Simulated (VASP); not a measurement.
**KBr: relaxation of the atoms with LDA**

The system is KBr.

```
K Br
1.0
     0.01594    3.19552    3.19552
     3.19552    0.01594    3.19552
     3.19552    3.19552    0.01594
K Br
1 1
Direct
  0.00000 0.00000 0.00000
  0.50000 0.50000 0.50000
```

This cell differs from its parent crystal: equal xy, yz and zx engineering shears of +0.5 %.

```yaml
Program: VASP 6.6.1
Task: relaxation of the atoms
Functional: LDA
Potentials_or_basis: VASP PAW LDA potentials, release 64 (K_sv, Br)
Cutoff: 520 eV
k_mesh: 6 × 6 × 6
Occupations: gaussian, width 0.01 eV
Spin: no spin polarisation
Dipole_correction: no
Further_INCAR_settings: ALGO = Normal; EDIFF = 1e-07; IBRION = 2; EDIFFG = -0.002; NSW = 50
```

```yaml
Pressure_after_relaxing: 0.1 GPa
Band_gap_on_the_k_mesh: 4.32 eV
```

Final structure:
```yaml
crystal:
  lattice:
    - [0.01594, 3.19552, 3.19552]
    - [3.19552, 0.01594, 3.19552]
    - [3.19552, 3.19552, 0.01594]
  atoms:
    - { symbol: K, position: [0.00000, 0.00000, 0.00000] }
    - { symbol: Br, position: [0.50000, 0.50000, 0.50000] }
```

Levels at points of the mesh, in eV from the valence-band top:
| k point | band 4 | band 5 | band 6 | band 7 | band 8 | band 9 | band 10 | band 11 | band 12 |
| --- | --- | --- | --- | --- | --- | --- | --- | --- | --- |
| (0.00, 0.00, 0.00) | -10.94 | -10.94 | -0.02 | 0.00 | 0.00 | 4.32 | 7.29 | 7.36 | 7.36 |
| (0.50, 0.00, 0.00) | -10.95 | -10.65 | -1.49 | -0.47 | -0.45 | 6.46 | 8.30 | 9.76 | 9.81 |
| (0.50, 0.50, 0.00) | -11.01 | -11.00 | -0.97 | -0.35 | -0.33 | 5.40 | 7.24 | 9.35 | 9.73 |
| (0.50, 0.50, 0.50) | -10.95 | -10.64 | -1.49 | -0.44 | -0.44 | 6.46 | 8.27 | 9.76 | 9.76 |

Wall time 48 s on 1 thread of AMD EPYC 7571, on a shared host, peak memory 0.15 GiB.

Caveat: the cell differs from its parent crystal (equal xy, yz and zx engineering shears of +0.5 %); the relaxation stopped at its first step, so nothing moved.
